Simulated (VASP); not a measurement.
# Li2O (Fm-3m) in VASP: notebook

The runs below take Li2O through single point, with revPBE, r2SCAN+D4.

All numbers are computed with VASP 6.6.1; they aren't measurements. Logs are shortened: lines on timing, memory, paths and dates and some standing lists are left out, and cuts for length are marked.

## (1) The cell of the first run

It takes space group Fm-3m (No. 225, cubic). Conventional cell: a = 4.686 Å, b = 4.686 Å, c = 4.686 Å, α = 90.00°, β = 90.00°, γ = 90.00°. Within 2.7 Å of Li (site symmetry -43m) lie 4 O at 2.03 Å and 6 Li at 2.34 Å. O (site symmetry m-3m) has 8 Li at 2.03 Å within 2.7 Å.

## (2) Single point, revPBE (8.57 Å³/atom)

The input, INCAR:

```
ALGO = Normal
EDIFF = 1E-6
ENCUT = 750
GGA = RE
GGA_COMPAT = F
ISIF = 2
ISMEAR = 0
LASPH = T
LCHARG = F
LREAL = F
LWAVE = F
NBANDS = 13
NELM = 120
PREC = Accurate
SIGMA = 0.05
```

The input, KPOINTS:

```
k-points
0
Gamma
  8 8 8
```

The input, POSCAR:

```
Li2O
1.0
    0.0000000000      2.3429867791      2.3429867791
    2.3429867791      0.0000000000      2.3429867791
    2.3429867791      2.3429867791      0.0000000000
Li O
2 1
Direct
    0.2500000000      0.2500000000      0.2500000000
    0.7500000000      0.7500000000      0.7500000000
    0.0000000000      0.0000000000      0.0000000000
```

Potentials or basis: VASP PAW PBE potentials, release 64 (Li_sv, O).

Launch:

```console
> cat potpaw_PBE.64/Li_sv/POTCAR potpaw_PBE.64/O/POTCAR > POTCAR
> mpirun -np 1 vasp_std > vasp.out
```

OUTCAR:

```text
EDIFF = 1E-6
   ENCUT = 750
   GGA = RE
   ISIF = 2
   ISMEAR = 0
   LASPH = T
   LREAL = F
   NELM = 120
   PREC = Accurate

 ion  position               nearest neighbor table
   1  0.250  0.250  0.250-   3 2.03   3 2.03   3 2.03   3 2.03   2 2.34   2 2.34   2 2.34   2 2.34
                             2 2.34   2 2.34
   2  0.750  0.750  0.750-   3 2.03   3 2.03   3 2.03   3 2.03   1 2.34   1 2.34   1 2.34   1 2.34
                             1 2.34   1 2.34
   3  0.000  0.000  0.000-   2 2.03   2 2.03   2 2.03   1 2.03   2 2.03   1 2.03   1 2.03   1 2.03

  LATTYP: Found a face centered cubic cell.
 ALAT       =     4.6859735582

  Lattice vectors:

 A1 = (   0.0000000000,   2.3429867791,   2.3429867791)
 A2 = (   2.3429867791,   0.0000000000,   2.3429867791)
 A3 = (   2.3429867791,   2.3429867791,   0.0000000000)

Analysis of symmetry for initial positions (statically):
=====================================================================
 Subroutine PRICEL returns:
 Original cell was already a primitive cell.

 Routine SETGRP: Setting up the symmetry group for a
 face centered cubic supercell.

 Subroutine GETGRP returns: Found 48 space group operations
 (whereof 48 operations were pure point group operations)
 out of a pool of 48 trial point group operations.

The static configuration has the point symmetry O_h .

Analysis of symmetry for dynamics (positions and initial velocities):
=====================================================================
 Subroutine PRICEL returns:
 Original cell was already a primitive cell.

 Routine SETGRP: Setting up the symmetry group for a
 face centered cubic supercell.

 Subroutine GETGRP returns: Found 48 space group operations
 (whereof 48 operations were pure point group operations)
 out of a pool of 48 trial point group operations.

The dynamic configuration has the point symmetry O_h .

 Subroutine INISYM returns: Found 48 space group operations
 (whereof 48 operations are pure point group operations),
 and found     1 'primitive' translations

----------------------------------------------------------------------------------------

                                     Primitive cell

  volume of cell :      25.7241

  direct lattice vectors                    reciprocal lattice vectors
     0.000000000  2.342986779  2.342986779    -0.213402826  0.213402826  0.213402826
     2.342986779  0.000000000  2.342986779     0.213402826 -0.213402826  0.213402826
     2.342986779  2.342986779  0.000000000     0.213402826  0.213402826 -0.213402826

  length of vectors
     3.313483679  3.313483679  3.313483679     0.369624537  0.369624537  0.369624537

  position of ions in fractional coordinates (direct lattice)
     0.250000000  0.250000000  0.250000000
     0.750000000  0.750000000  0.750000000
     0.000000000  0.000000000  0.000000000

  ion indices of the primitive-cell ions
   primitive index   ion index
                 1           1
                 2           2
                 3           3

----------------------------------------------------------------------------------------

 KPOINTS: k-points

Automatic generation of k-mesh.
 Grid dimensions read from file:
 generate k-points for:    8    8    8

 Generating k-lattice:

  Cartesian coordinates                     Fractional coordinates (reciprocal lattice)
    -0.026675353  0.026675353  0.026675353     0.125000000  0.000000000  0.000000000
     0.026675353 -0.026675353  0.026675353     0.000000000  0.125000000  0.000000000
     0.026675353  0.026675353 -0.026675353     0.000000000  0.000000000  0.125000000

  Length of vectors
     0.046203067  0.046203067  0.046203067

  Shift w.r.t. Gamma in fractional coordinates (k-lattice)
     0.000000000  0.000000000  0.000000000

 Subroutine IBZKPT returns following result:
 ===========================================

 Found     29 irreducible k-points:

 Following reciprocal coordinates:
            Coordinates               Weight
  0.000000  0.000000  0.000000      1.000000
  0.125000  0.000000  0.000000      8.000000
  0.250000  0.000000  0.000000      8.000000
  0.375000  0.000000  0.000000      8.000000
  0.500000  0.000000  0.000000      4.000000
  0.125000  0.125000  0.000000      6.000000
[... 16 lines left out ...]
  0.500000  0.250000  0.125000     48.000000
 -0.375000  0.250000  0.125000     24.000000
 [... further k-points ...]
   k-points           NKPTS =     29   k-points in BZ     NKDIM =     29   number of bands    NBANDS=     13
   number of dos      NEDOS =    301   number of ions     NIONS =      3
   total plane-waves  NPLWV =  27000
   dimension x,y,z NGX =    30 NGY =   30 NGZ =   30
   dimension x,y,z NGXF=    60 NGYF=   60 NGZF=   60
   ions per type =               2   1
   NGX,Y,Z   is equivalent  to a cutoff of  15.05, 15.05, 15.05 a.u.
   NGXF,Y,Z  is equivalent  to a cutoff of  30.10, 30.10, 30.10 a.u.
 SYSTEM =  unknown system
   PREC   = accura    normal or accurate (medium, high low for compatibility)
   ISTART =      0    job   : 0-new  1-cont  2-samecut
   ICHARG =      2    charge: 1-file 2-atom 10-const
   ISPIN  =      1    spin polarized calculation?
   LNONCOLLINEAR =      F non collinear calculations
   LSORBIT =      F    spin-orbit coupling
   LASPH  =      T    aspherical Exc in radial PAW
   ENCUT  =  750.0 eV  55.12 Ry    7.42 a.u.   7.40  7.40  7.40*2*pi/ulx,y,z
   NELM   =    120;   NELMIN=  2; NELMDL= -5     # of ELM steps
   EDIFF  = 0.1E-05   stopping-criterion for ELM
   LREAL  =      F    real-space projection
   EDIFFG = 0.1E-04   stopping-criterion for IOM
   NSW    =      0    number of steps for IOM
   IBRION =     -1    ionic relax: 0-MD 1-quasi-New 2-CG
   NFREE  =      0    steps in history (QN), initial steepest desc. (CG)
   ISIF   =      2    stress and relaxation
   ISYM   =      2    0-nonsym 1-usesym 2-fastsym
   POTIM  = 0.5000    time-step for ionic-motion
   TEBEG  =    0.0;   TEEND  =   0.0 temperature during run
   PSTRESS=    0.0 pullay stress
   NELECT =      12.0000    total number of electrons
   NUPDOWN=      -1.0000    fix difference up-down
   EMIN   =  10.00;   EMAX   =-10.00  energy-range for DOS
   EFERMI =   0.00;   METHOD = LEGACY
   ISMEAR =     0;   SIGMA  =   0.05  broadening in eV -4-tet -1-fermi 0-gaus
   EFERMI_NEDOS =   21; number of points for ismear=-14 and -15
   IALGO  =     38    algorithm
   IMIX   =      4    mixing-type and parameters
     AMIX     =   0.40;   BMIX     =  1.00
     AMIX_MAG =   1.60;   BMIX_MAG =  1.00
  volume/ion in A,a.u.               =       8.57        57.86
  Fermi-wavevector in a.u.,A,eV,Ry     =   1.269664  2.399317 21.933220  1.612046
  Thomas-Fermi vector in A             =   2.402693
   LORBIT       =      0    0 simple, 1 ext, 2 COOP (PROOUT), +10 PAW based schemes
   GGA     = RE    functional components
   LHFCALC =     F    Hartree Fock is set to
   AEXX    =    0.0000 exact exchange contribution
   IVDW    =     0    specifies the selected vdW correction
   LEPSILON=     F    determine dielectric tensor
   LRPA    =     F    only Hartree local field effects (RPA)
 non-spin polarized calculation
 Gauss-broadening in eV      SIGMA  =   0.05
  energy-cutoff  :      750.00
  volume of cell :       25.72
 maximum number of plane-waves:      1243
 NGX is ok and might be reduce to    30
   NGX = 15   NGY = 15   NGZ = 15

 number of electron      11.9999996 magnetization

 Free energy of the ion-electron system (eV)
  ---------------------------------------------------
  ext. energy  EPLUGINS =         0.00000000
  ---------------------------------------------------
  free energy    TOTEN  =       -13.68583614 eV

  energy without entropy =      -13.68583614  energy(sigma->0) =      -13.68583614

 E-fermi :   1.5706     XC(G=0):  -9.3473

 val. band max:        1.2565661399   @ k =   0.0000   0.0000   0.0000
 cond. band min:       6.2567534226   @ k =   0.5000   0.5000   0.0000
 fundamental gap:      5.0001872827
 Fermi energy:         1.5706262180

 k-point     1 :       0.0000    0.0000    0.0000
  band No.  band energies     occupation
      1     -42.0197      2.00000
      2     -41.7416      2.00000
      3     -14.1975      2.00000
      4       1.2566      2.00000
      5       1.2566      2.00000
      6       1.2566      2.00000
      7       6.2831      0.00000
      8      13.1394      0.00000
      9      13.1394      0.00000
     10      13.1394      0.00000
     11      19.9776      0.00000
     12      19.9776      0.00000
     13      19.9776      0.00000

 k-point     2 :       0.1250    0.0000    0.0000
  band No.  band energies     occupation
      1     -42.0075      2.00000
      2     -41.7507      2.00000
      3     -14.1674      2.00000
      4       0.7661      2.00000
      5       1.1899      2.00000
      6       1.1899      2.00000
      7       6.7082      0.00000
      8      13.1186      0.00000
      9      13.3427      0.00000
     10      13.3427      0.00000
     11      18.6599      0.00000
     12      18.6599      0.00000
     13      20.4322      0.00000

 k-point     3 :       0.2500    0.0000    0.0000
  band No.  band energies     occupation
      1     -41.9735      2.00000
      2     -41.7774      2.00000
      3     -14.0921      2.00000
      4      -0.2290      2.00000
      5       1.0377      2.00000
      6       1.0377      2.00000
      7       7.7142      0.00000
      8      12.8067      0.00000
      9      13.5820      0.00000
     10      13.5820      0.00000
     11      17.8273      0.00000
     12      17.8273      0.00000
     13      21.5819      0.00000

 k-point     4 :       0.3750    0.0000    0.0000
  band No.  band energies     occupation
      1     -41.9248      2.00000
      2     -41.8188      2.00000
      3     -14.0116      2.00000
      4      -1.0690      2.00000
      5       0.8967      2.00000
      6       0.8967      2.00000
      7       9.0263      0.00000
      8      11.9094      0.00000
      9      13.3985      0.00000
     10      13.3985      0.00000
     11      18.3061      0.00000
     12      18.3061      0.00000
     13      22.8605      0.00000

 k-point     5 :       0.5000    0.0000    0.0000
  band No.  band energies     occupation
      1     -41.8707      2.00000
      2     -41.8699      2.00000
      3     -13.9767      2.00000
      4      -1.3878      2.00000
      5       0.8412      2.00000
      6       0.8412      2.00000
      7      10.2739      0.00000
      8      10.7695      0.00000
      9      13.2378      0.00000
     10      13.2378      0.00000
     11      18.8127      0.00000
     12      18.8127      0.00000
     13      23.4642      0.00000
[... 257 lines left out ...]
 k-point    22 :       0.3750    0.2500    0.1250
  band No.  band energies     occupation
      1     -41.9514      2.00000
      2     -41.7939      2.00000
      3     -14.0386      2.00000
      4      -0.3276      2.00000
      5       0.4549      2.00000
      6       0.8570      2.00000
      7       7.8589      0.00000
      8      12.5934      0.00000
      9      13.8373      0.00000
     10      15.1258      0.00000
     11      15.1319      0.00000
     12      20.8483      0.00000
     13      23.0306      0.00000

 k-point    23 :       0.5000    0.2500    0.1250
  band No.  band energies     occupation
      1     -41.9121      2.00000
      2     -41.8271      2.00000
      3     -13.9747      2.00000
      4      -0.8512      2.00000
      5       0.2838      2.00000
      6       0.6535      2.00000
      7       8.6017      0.00000
      8      11.7716      0.00000
      9      14.1166      0.00000
     10      14.5625      0.00000
     11      16.8225      0.00000
     12      20.2087      0.00000
     13      23.2328      0.00000

 k-point    24 :      -0.3750    0.2500    0.1250
  band No.  band energies     occupation
      1     -41.8686      2.00000
      2     -41.8682      2.00000
      3     -13.9471      2.00000
      4      -1.0802      2.00000
      5       0.3010      2.00000
      6       0.5024      2.00000
      7       9.1072      0.00000
      8      11.2663      0.00000
      9      14.1239      0.00000
     10      14.4023      0.00000
     11      18.4865      0.00000
     12      18.8945      0.00000
     13      23.7590      0.00000

 [... further k-points ...]
[... 5 lines left out ...]
  --------------------------------------------------------------------------------------
  -------------------------------------------------------------------------------------
  Total       -0.0668250     -0.0668250     -0.0668250     -0.0000000     -0.0000000      0.0000000
  in kB       -4.1620750     -4.1620750     -4.1620750     -0.0000000     -0.0000000      0.0000000
  external PRESSURE =      -4.1620750 kB  Pullay stress =       0.0000000 kB

 VOLUME and BASIS-vectors are now :
 -----------------------------------------------------------------------------
  energy-cutoff  :      750.00
  volume of cell :       25.72
      direct lattice vectors                 reciprocal lattice vectors
     0.000000000  2.342986779  2.342986779    -0.213402826  0.213402826  0.213402826
     2.342986779  0.000000000  2.342986779     0.213402826 -0.213402826  0.213402826
     2.342986779  2.342986779  0.000000000     0.213402826  0.213402826 -0.213402826

 POSITION                                       TOTAL-FORCE (eV/Angst)
 -----------------------------------------------------------------------------------
      1.17149      1.17149      1.17149        -0.000000     -0.000000     -0.000000
      3.51448      3.51448      3.51448         0.000000      0.000000      0.000000
      0.00000      0.00000      0.00000        -0.000000     -0.000000      0.000000
 -----------------------------------------------------------------------------------
    total drift:                                0.000000     -0.000000      0.000000

  FREE ENERGIE OF THE ION-ELECTRON SYSTEM (eV)
  ---------------------------------------------------
  free  energy   TOTEN  =       -13.6858361397 eV

  energy  without entropy=      -13.6858361397  energy(sigma->0) =      -13.68583614
```

Wall time 30 s (1 thread of Intel Xeon 8259CL, shared host); peak memory 0.16 GiB.

Results:

```
Free energy            : -13.6858 eV
Pressure               : -0.4 GPa
Band gap on the k mesh : 5.00 eV (least direct gap 5.03 eV)
```

Caveat: the PAW data sets were made with another functional, which shifts forces and pressure a little. A k mesh can miss the band edges.

## (3) Single point, revPBE (8.75 Å³/atom)

This run uses another cell than the first one, of 8.75 Å³/atom.

The input, INCAR:

```
PREC = Accurate
ENCUT = 750
EDIFF = 1E-6
ISMEAR = 0
SIGMA = 0.05
LREAL = False
LASPH = True
NELM = 120
ALGO = Normal
ISIF = 2
LWAVE = False
LCHARG = False
GGA = RE
NBANDS = 13
GGA_COMPAT = False
```

The input, KPOINTS:

```
Automatic mesh
0
Gamma
  8 8 8
```

The input, POSCAR:

```
Li2O
1.0
    0.0000000000      2.3585037000      2.3585037000
    2.3585037000      0.0000000000      2.3585037000
    2.3585037000      2.3585037000      0.0000000000
Li O
2 1
Direct
    0.2500000000      0.2500000000      0.2500000000
    0.7500000000      0.7500000000      0.7500000000
    0.0000000000      0.0000000000      0.0000000000
```

Potentials or basis: VASP PAW PBE potentials, release 64 (Li_sv, O).

Launch:

```console
> cat potpaw_PBE.64/Li_sv/POTCAR potpaw_PBE.64/O/POTCAR > POTCAR
> mpirun -np 1 vasp_std > vasp.out
```

Run time: 29 s. Hardware: 1 thread of Intel Xeon 8259CL, shared host; peak memory 0.16 GiB.

It converged, with:

- Free energy: -13.6836 eV
- Pressure: -1.8 GPa
- Band gap on the k mesh: 4.89 eV

Levels at points of the mesh, in eV from the valence-band top:
```csv
k point,band 3,band 4,band 5,band 6,band 7,band 8,band 9,band 10
"(0.00, 0.00, 0.00)",-15.42,0.00,0.00,0.00,4.89,11.77,11.77,11.77
"(0.50, 0.00, 0.00)",-15.21,-2.60,-0.41,-0.41,8.89,9.32,11.87,11.87
"(0.50, 0.50, 0.00)",-15.16,-1.54,-1.26,-1.26,4.96,13.13,13.13,14.03
```

Caveat: the PAW data sets were made with another functional, which shifts forces and pressure a little. revPBE gaps usually lie below the measured ones, often by a third to a half.

(Continued in part 2 of 2.)
